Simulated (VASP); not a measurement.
Input of a VASP 6.6.1 run:

POSCAR

```
Ti2O
1.0
    2.9193980238      0.0000000000      0.0000000000
   -1.4596990119      2.5282728524      0.0000000000
    0.0000000000      0.0000000000      4.7130000000
Ti O
2 1
Direct
    0.6666666667      0.3333333333      0.2787400000
    0.3333333333      0.6666666667      0.7212600000
    0.0000000000      0.0000000000      0.0000000000
```

The input INCAR.step1:

```
SYSTEM = Ti2O
PREC     = Accurate       ! precision mode
ENCUT    = 520            ! plane-wave cutoff, eV
ISMEAR   = 0              ! smearing method
SIGMA    = 0.1            ! smearing width, eV
LREAL    = .FALSE.        ! projectors in reciprocal space
LASPH    = .TRUE.         ! aspherical terms in the spheres
NELM     = 150            ! most SCF steps
ISPIN    = 2              ! spin polarisation
MAGMOM   = 1 1 0          ! initial moments
LMAXMIX  = 4              ! l up to which the mixer works
NBANDS   = 26             ! bands
GGA      = PE             ! functional
ALGO     = Normal         ! electronic algorithm
EDIFF    = 1E-4           ! SCF threshold, eV
LWAVE    = .TRUE.         ! write WAVECAR
LCHARG   = .FALSE.        ! write CHGCAR
```

File INCAR.step2:

```
SYSTEM = Ti2O
PREC     = Accurate       ! precision mode
ENCUT    = 520            ! plane-wave cutoff, eV
EDIFF    = 1E-6           ! SCF threshold, eV
ISMEAR   = 0              ! smearing method
SIGMA    = 0.1            ! smearing width, eV
LREAL    = .FALSE.        ! projectors in reciprocal space
LASPH    = .TRUE.         ! aspherical terms in the spheres
NELM     = 150            ! most SCF steps
ALGO     = Normal         ! electronic algorithm
ISIF     = 2              ! what is computed and relaxed
LWAVE    = .FALSE.        ! write WAVECAR
LCHARG   = .TRUE.         ! write CHGCAR
ISPIN    = 2              ! spin polarisation
MAGMOM   = 1 1 0          ! initial moments
LORBIT   = 11             ! projections on sites
LMAXMIX  = 4              ! l up to which the mixer works
METAGGA  = R2SCAN         ! meta-GGA
LMIXTAU  = .TRUE.       
LELF     = .TRUE.         ! ELF
LVHAR    = .TRUE.       
NBANDS   = 26             ! bands
ISTART   = 1
```

Contents of KPOINTS:

```
regular mesh
0
G
  6 6 4
  0 0 0
```

Potentials or basis: VASP PAW PBE potentials, release 64 (Ti_sv, O).

Run with:

```sh
$ cat potpaw_PBE.64/Ti_sv/POTCAR potpaw_PBE.64/O/POTCAR > POTCAR
$ cp INCAR.step1 INCAR
$ mpirun -np 1 vasp_std > vasp.out
$ cp INCAR.step2 INCAR
$ mpirun -np 1 vasp_std > vasp.out
```

Problem. Predict the net moment.

Solution. 0.00 μB per cell.

Problem. Predict the band gap on the k mesh.

Solution. Zero (filled and empty bands overlap).

Problem. What does it give for the largest force?

Solution. 0.898 eV/Å.

Forces in eV/Å, atoms in the order of the input:
```
Ti   0.000  0.000 -0.898
Ti   0.000  0.000  0.898
O    0.000  0.000  0.000
```

Caveat: the k points lie up to 0.41 Å⁻¹ apart; the PAW data sets were made with another functional, which shifts forces and pressure a little.
